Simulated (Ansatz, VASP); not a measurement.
**SrTiO3: VASP beside Ansatz**

File POSCAR:

```
SrTiO3
1.0
    3.7896459565      0.0000000000      0.0000000000
    0.0000000000      3.7896459565      0.0000000000
    0.0000000000      0.0000000000      3.7896459565
Sr Ti O
1 1 3
Direct
    0.0000000000      0.0000000000      0.0000000000
    0.5000000000      0.5000000000      0.5000000000
    0.5000000000      0.5000000000      0.0000000000
    0.5000000000      0.0000000000      0.5000000000
    0.0000000000      0.5000000000      0.5000000000
```

INCAR.step1

```
SYSTEM = SrTiO3
ALGO = Normal ; EDIFF = 1E-4
ENCUT = 520 ; GGA = PE
ISMEAR = 0 ; LASPH = .True.
LCHARG = .False. ; LREAL = .False.
LWAVE = .True. ; NBANDS = 28
NELM = 60 ; PREC = Accurate
SIGMA = 0.01
```

INCAR.step2

```
SYSTEM = SrTiO3
ALGO = Normal ; EDIFF = 1E-7
ENCUT = 520 ; ISIF = 2
ISMEAR = 0 ; ISTART = 1
LASPH = .True. ; LCHARG = .True.
LELF = .True. ; LMIXTAU = .True.
LREAL = .False. ; LVHAR = .True.
LWAVE = .False. ; METAGGA = R2SCAN
NBANDS = 28 ; NELM = 60
PREC = Accurate ; SIGMA = 0.01
```

KPOINTS

```
k-points
0
Gamma
  6 6 6
  0 0 0
```

Input for Ansatz:

```yaml
crystal:
  lattice:
    - [3.7896459565, 0.0, 0.0]
    - [0.0, 3.7896459565, 0.0]
    - [0.0, 0.0, 3.7896459565]
  atoms:
    - { symbol: Sr, position: [0.0, 0.0, 0.0] }
    - { symbol: Ti, position: [0.5, 0.5, 0.5] }
    - { symbol: O, position: [0.5, 0.5, 0.0] }
    - { symbol: O, position: [0.5, 0.0, 0.5] }
    - { symbol: O, position: [0.0, 0.5, 0.5] }
kpoints:
  mp_grid: { grid: [6, 6, 6] }
  band_path:
    path: [[0.0, 0.0, 0.0], [0.0, 0.5, 0.0], [0.5, 0.5, 0.0], [0.5, 0.5, 0.5]]
    npoints: 1
hamiltonian:
  xc: r2scan
scf:
  occupations: { method: fixed }
  n_extra_bands: 5
output:
  forces: true
  stress: true
  eigenvalues: true
  write_density: true
  write_potential: true
  elf: true
  volumetric_format: npy
```

Change from the starting cell: hydrostatic strain -3.0%.

Alike in both runs: task single point; functional r2SCAN; k mesh 6 × 6 × 6; no spin polarisation.

|  | VASP | Ansatz |
| --- | --- | --- |
| version | VASP 6.6.1 | Ansatz 0.2.0 |
| potentials or method | VASP PAW PBE potentials, release 64 (Sr_sv, Ti_sv, O) | plane waves, PAW |
| plane-wave cutoff (eV) | 520 | 500 |
| occupations | gaussian, width 0.01 eV | fixed |
| valence electrons in the cell | 40 | 40 |

|  | VASP | Ansatz | Ansatz less VASP |
| --- | --- | --- | --- |
| gap on the k mesh at the Fermi level (eV) | 2.46 | 2.46 | -0.005 |
| pressure (GPa) | 22.4 | 21.1 | -1.25 |

VASP's potentials were made for PBE, not for r2SCAN.
